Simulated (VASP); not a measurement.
# Zn (Fm-3m) in VASP: further runs, part 2 of 2

VASP 6.6.1. Earlier steps stand in the parts before.

### Step 4. Single point, PBE

This run uses another cell than the first one, of 10.54 Å³/atom, 0.696 times its volume.

The input, INCAR:

```
SYSTEM = Zn
PREC = Accurate
ENCUT = 500
EDIFF = 1E-6
ISMEAR = 0
SIGMA = 0.1
LREAL = .FALSE.
LASPH = .TRUE.
NELM = 120
ALGO = Normal
ISIF = 2
LWAVE = .FALSE.
LCHARG = .FALSE.
GGA = PE
NBANDS = 12
GGA_COMPAT = .FALSE.
```

The input, KPOINTS:

```
regular mesh
0
G
  8 8 8
  0 0 0
```

The input, POSCAR:

```
Zn
1.0
    0.0000000000      1.7403437692      1.7403437692
    1.7403437692      0.0000000000      1.7403437692
    1.7403437692      1.7403437692      0.0000000000
Zn
1
Direct
    0.0000000000      0.0000000000      0.0000000000
```

Potentials or basis: VASP PAW PBE potentials, release 64 (Zn).

The run is started by

```sh
cat potpaw_PBE.64/Zn/POTCAR > POTCAR
mpirun -np 1 vasp_std > vasp.out
```

OUTCAR:

```text
SYSTEM = Zn
   PREC = Accurate
   ENCUT = 500
   EDIFF = 1E-6
   ISMEAR = 0
   LREAL = .FALSE.
   LASPH = .TRUE.
   NELM = 120
   ISIF = 2
   GGA = PE

 ion  position               nearest neighbor table
   1  0.000  0.000  0.000-

  LATTYP: Found a face centered cubic cell.
 ALAT       =     3.4806875384

  Lattice vectors:

 A1 = (   0.0000000000,   1.7403437692,   1.7403437692)
 A2 = (   1.7403437692,   0.0000000000,   1.7403437692)
 A3 = (   1.7403437692,   1.7403437692,   0.0000000000)

Analysis of symmetry for initial positions (statically):
=====================================================================
 Subroutine PRICEL returns:
 Original cell was already a primitive cell.

 Routine SETGRP: Setting up the symmetry group for a
 face centered cubic supercell.

 Subroutine GETGRP returns: Found 48 space group operations
 (whereof 48 operations were pure point group operations)
 out of a pool of 48 trial point group operations.

The static configuration has the point symmetry O_h .

Analysis of symmetry for dynamics (positions and initial velocities):
=====================================================================
 Subroutine PRICEL returns:
[... 161 lines left out ...]
 Fermi energy:         6.4166992927

 k-point     1 :       0.0000    0.0000    0.0000
  band No.  band energies     occupation
      1      -7.5076      2.00000
      2      -2.7255      2.00000
      3      -2.7255      2.00000
      4      -2.7255      2.00000
      5      -1.9862      2.00000
      6      -1.9862      2.00000
      7      27.9522      0.00000
      8      30.0200      0.00000
      9      30.0200      0.00000
     10      30.0201      0.00000
     11      32.5223      0.00000
     12      32.5223      0.00000
[... 331 lines left out ...]
 k-point    24 :      -0.3750    0.2500    0.1250
  band No.  band energies     occupation
      1      -3.6255      2.00000
      2      -3.1186      2.00000
      3      -2.5339      2.00000
      4      -2.2949      2.00000
      5      -1.5030      2.00000
      6       4.2622      2.00000
      7       6.4036      1.14738
      8      17.6484      0.00000
      9      18.0794      0.00000
     10      28.3174      0.00000
     11      32.2182      0.00000
     12      40.9659      0.00000

 [... further k-points ...]
[... 5 lines left out ...]
  --------------------------------------------------------------------------------------
  -------------------------------------------------------------------------------------
  Total        4.2658675      4.2658675      4.2658675     -0.0000000      0.0000000     -0.0000000
  in kB      648.3101498    648.3101498    648.3101498     -0.0000000      0.0000000     -0.0000000
  external PRESSURE =     648.3101498 kB  Pullay stress =       0.0000000 kB

 VOLUME and BASIS-vectors are now :
 -----------------------------------------------------------------------------
  energy-cutoff  :      500.00
  volume of cell :       10.54
      direct lattice vectors                 reciprocal lattice vectors
     0.000000000  1.740343769  1.740343769    -0.287299560  0.287299560  0.287299560
     1.740343769  0.000000000  1.740343769     0.287299560 -0.287299560  0.287299560
     1.740343769  1.740343769  0.000000000     0.287299560  0.287299560 -0.287299560

 POSITION                                       TOTAL-FORCE (eV/Angst)
 -----------------------------------------------------------------------------------
      0.00000      0.00000      0.00000         0.000000      0.000000      0.000000
 -----------------------------------------------------------------------------------
    total drift:                                0.000000     -0.000000     -0.000000

  FREE ENERGIE OF THE ION-ELECTRON SYSTEM (eV)
  ---------------------------------------------------
  free  energy   TOTEN  =        -0.4351048537 eV

  energy  without entropy=       -0.4323343008  energy(sigma->0) =       -0.43371958
```

OSZICAR:

```text
N       E                     dE             d eps       ncg     rms          rms(c)
DAV:   1     0.389385173433E+02    0.38939E+02   -0.64614E+03   760   0.172E+03
DAV:   2     0.235434596094E+00   -0.38703E+02   -0.36765E+02   728   0.212E+02
DAV:   3    -0.659362558272E+00   -0.89480E+00   -0.89368E+00   788   0.314E+01
DAV:   4    -0.660557448562E+00   -0.11949E-02   -0.11949E-02   788   0.107E+00
DAV:   5    -0.660557918455E+00   -0.46989E-06   -0.46968E-06   780   0.207E-02    0.688E+00
DAV:   6    -0.458787627751E+00    0.20177E+00   -0.96551E-01   812   0.205E+01    0.429E+00
DAV:   7    -0.441695364506E+00    0.17092E-01   -0.12900E-02   748   0.221E+00    0.210E+00
DAV:   8    -0.435116155374E+00    0.65792E-02   -0.20295E-03   800   0.745E-01    0.285E-02
DAV:   9    -0.435105466737E+00    0.10689E-04   -0.10245E-04   924   0.144E-01    0.276E-02
DAV:  10    -0.435104853736E+00    0.61300E-06   -0.53659E-06   756   0.346E-02
   1 F= -.43510485E+00 E0= -.43371958E+00  d E =-.277055E-02
```

Run time: 3.5 s. Hardware: 1 thread of Intel Xeon Platinum 8375C at 2.90GHz (Ice Lake), shared host; peak memory 0.11 GiB.

What came out:

```
Free energy            : -0.4351 eV
Pressure               : 64.8 GPa
Band gap on the k mesh : zero (band 6 reaches 8.81 eV, above the bottom of band 7 at 5.64 eV)
```

Levels at points of the mesh, in eV from the Fermi level:
| k point | band 3 | band 4 | band 5 | band 6 | band 7 | band 8 | band 9 | band 10 |
| --- | --- | --- | --- | --- | --- | --- | --- | --- |
| (0.00, 0.00, 0.00) | -9.14 | -9.14 | -8.40 | -8.40 | 21.54 | 23.60 | 23.60 | 23.60 |
| (0.50, 0.00, 0.00) | -9.16 | -7.87 | -7.87 | -4.90 | -0.78 | 19.77 | 19.93 | 19.93 |
| (0.50, 0.50, 0.00) | -7.89 | -7.74 | -7.74 | -2.26 | 3.08 | 10.29 | 10.29 | 14.62 |

Caveat: the k points lie up to 0.39 Å⁻¹ apart.

### Step 5. Single point, PBE

This run uses another cell than the first one, of 15.00 Å³/atom, 0.990 times its volume.

The input, INCAR:

```
ALGO = Normal
EDIFF = 1E-6
ENCUT = 500
GGA = PE
GGA_COMPAT = False
ISIF = 2
ISMEAR = 0
LASPH = True
LCHARG = False
LREAL = False
LWAVE = False
NBANDS = 12
NELM = 120
PREC = Accurate
SIGMA = 0.1
```

The input, KPOINTS:

```
k-points
0
Gamma
  10 10 10
```

The input, POSCAR:

```
Zn
1.0
    0.0000000000      1.9573669634      1.9573669634
    1.9573669634      0.0000000000      1.9573669634
    1.9573669634      1.9573669634      0.0000000000
Zn
1
Direct
    0.0000000000      0.0000000000      0.0000000000
```

The run is started by

```sh
cat potpaw_PBE.64/Zn/POTCAR > POTCAR
mpirun -np 1 vasp_std > vasp.out
```

Run time: 4.9 s. Hardware: 1 thread of Intel Xeon Platinum 8375C at 2.90GHz (Ice Lake), shared host; peak memory 0.12 GiB.

It converged, with:

```yaml
Free_energy: -1.0850 eV
Pressure: 0.8 GPa
Band_gap_on_the_k_mesh: zero (band 6 reaches 4.34 eV, above the bottom of band 7 at 1.80 eV)
```

Levels at points of the mesh, in eV from the Fermi level:
| k point | band 2 | band 3 | band 4 | band 5 | band 6 | band 7 | band 8 | band 9 | band 10 | band 11 |
| --- | --- | --- | --- | --- | --- | --- | --- | --- | --- | --- |
| (0.00, 0.00, 0.00) | -7.82 | -7.82 | -7.82 | -7.43 | -7.43 | 18.26 | 18.26 | 18.26 | 18.81 | 21.03 |
| (0.50, 0.00, 0.00) | -7.82 | -7.82 | -7.14 | -7.14 | -3.11 | -1.53 | 15.22 | 15.22 | 17.35 | 18.91 |
| (0.50, 0.50, 0.00) | -8.44 | -7.16 | -7.07 | -7.07 | -1.19 | 1.61 | 8.32 | 8.32 | 11.99 | 13.20 |

### Step 6. Single point, PBE

The input, INCAR:

```
PREC = Accurate
ENCUT = 520
EDIFF = 1E-7
ISMEAR = 0
SIGMA = 0.1
LREAL = False
LASPH = True
NELM = 80
ALGO = Normal
ISIF = 2
LWAVE = False
LCHARG = False
GGA = PE
NBANDS = 12
```

The input, KPOINTS:

```
regular mesh
0
Gamma
  18 18 18
```

The input, POSCAR:

```
Zn
1.0
    0.0000000000      1.9641492456      1.9641492456
    1.9641492456      0.0000000000      1.9641492456
    1.9641492456      1.9641492456      0.0000000000
Zn
1
Direct
    0.0000000000      0.0000000000      0.0000000000
```

Potentials or basis: VASP PAW PBE potentials, release 64 (Zn).

The run is started by

```sh
cat potpaw_PBE.64/Zn/POTCAR > POTCAR
mpirun -np 1 vasp_std > vasp.out
```

It took 11 s on 1 thread of Intel Xeon 6975P-C (Granite Rapids), shared host; peak memory 0.15 GiB.

Results (log left out):

| Quantity | Value |
| --- | --- |
| Free energy | -1.0854 eV |
| Pressure | 0.3 GPa |
| Band gap on the k mesh | zero (band 6 reaches 4.73 eV, above the bottom of band 7 at 1.71 eV) |

Levels at points of the mesh, in eV from the Fermi level:
```
           k point  band 2  band 3  band 4  band 5  band 6  band 7  band 8  band 9  band 10  band 11
(0.00, 0.00, 0.00)   -7.56   -7.56   -7.56   -7.18   -7.18   18.35   18.35   18.35    18.96    21.12
(0.50, 0.00, 0.00)   -7.56   -7.56   -6.90   -6.90   -2.84   -1.32   15.32   15.32    17.50    19.02
(0.50, 0.50, 0.00)   -8.17   -6.91   -6.82   -6.82   -0.93    1.80    8.50    8.50    12.15    13.32
```

### Step 7. The runs side by side

| task | cell | k mesh | cutoff (eV) | gap on the mesh (eV) | pressure (GPa) |
| --- | --- | --- | --- | --- | --- |
| single point | a = 2.778 Å, angles 60.0°, 1 atom | 18 × 18 × 18 | 520 | none | 0.3 |
| relaxation of cell and atoms | relaxed from a = 2.768 Å, angles 60.0°, 1 atom | 18 × 18 × 18 | 600 | none | -0.1 |
| single point | a = 2.461 Å, angles 60.0°, 1 atom | 8 × 8 × 8 | 500 | none | 64.8 |
| single point | a = 2.768 Å, angles 60.0°, 1 atom | 10 × 10 × 10 | 500 | none | 0.8 |

Alike in all rows: level PBE; potentials or basis VASP PAW PBE potentials, release 64 (Zn); no spin polarisation; smearing gaussian 0.1 eV.

Caveats: some runs use coarse meshes.

Total energies depend on the potentials used, so only differences within one code and one set of settings carry meaning.
